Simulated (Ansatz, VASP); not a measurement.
One calculation of MgS, two programs

INCAR

```
PREC = Accurate
ENCUT = 520
EDIFF = 1E-6
ISMEAR = 0
SIGMA = 0.02
LREAL = F
LASPH = T
NELM = 60
ALGO = Normal
ISIF = 2
LWAVE = F
LCHARG = T
GGA = PE
LELF = T
LVHAR = T
NBANDS = 11
```

Contents of KPOINTS:

```
regular mesh
0
Gamma
  8 8 8
```

Contents of POSCAR:

```
MgS
1.0
    0.0000000000      2.6407490208      2.6407490208
    2.6407490208      0.0000000000      2.6407490208
    2.6407490208      2.6407490208      0.0000000000
Mg S
1 1
Direct
    0.0000000000      0.0000000000      0.0000000000
    0.5000000000      0.5000000000      0.5000000000
```

Input for Ansatz:

```yaml
crystal:
  lattice:
    - [0.0, 2.6407490208, 2.6407490208]
    - [2.6407490208, 0.0, 2.6407490208]
    - [2.6407490208, 2.6407490208, 0.0]
  atoms:
    - { symbol: Mg, position: [0.0, 0.0, 0.0] }
    - { symbol: S, position: [0.5, 0.5, 0.5] }
basis:
  ecutwfc: 420
kpoints:
  mp_grid: { grid: [8, 8, 8] }
hamiltonian:
  xc: pbe
scf:
  occupations: { method: gaussian, width: 0.02 }
output:
  forces: true
  stress: true
  eigenvalues: true
```

Alike in both runs: task single point; functional PBE; k mesh 8 × 8 × 8; occupations gaussian, width 0.02 eV; no spin polarisation.

|  | VASP | Ansatz |
| --- | --- | --- |
| version | VASP 6.6.1 | Ansatz 0.2.0 |
| potentials or method | VASP PAW PBE potentials, release 64 (Mg, S), cutoff 520 eV | scalar-relativistic, plane waves, PAW |
| valence electrons in the cell | 8 | 16 |

VASP gave:

* gap on the k mesh at the Fermi level (eV): 2.68
* least direct gap on the mesh (eV): 3.37
* pressure (GPa): -2.3

Problem. Which values does Ansatz return?

Solution. gap on the k mesh at the Fermi level (eV): 2.69; least direct gap on the mesh (eV): 3.38; pressure (GPa): -2.1.

With one functional, cell and mesh, what is left measures potentials, basis and numerics. VASP's potentials hold 8 valence electrons a cell and Ansatz's 16, so a difference there can come from the potentials and not from the codes.
